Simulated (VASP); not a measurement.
Here is a VASP 6.6.1 calculation.

Contents of INCAR:

```
SYSTEM = Na
PREC = Accurate
ENCUT = 520
EDIFF = 1E-6
ISMEAR = -1
SIGMA = 0.1
LREAL = .False.
LASPH = .True.
NELM = 60
ALGO = Normal
ISIF = 2
LWAVE = .False.
LCHARG = .False.
GGA = PE
NBANDS = 10
```

Contents of KPOINTS:

```
regular mesh
0
Gamma
  10 10 10
  0 0 0
```

File POSCAR:

```
Na
1.0
    3.4144329972      0.0000000000      0.0000000000
    0.0000000000      3.4144329972      0.0000000000
    0.0000000000      0.0000000000      3.4144329972
Na
1
Direct
    0.0000000000      0.0000000000      0.0000000000
```

Potentials or basis: VASP PAW PBE potentials, release 64 (Na_pv).

Launch:

```bash
$ cat potpaw_PBE.64/Na_pv/POTCAR > POTCAR
$ mpirun -np 1 vasp_std > vasp.out
```

(1) What does it give for the pressure?

Answers

(1) 0.0 GPa.
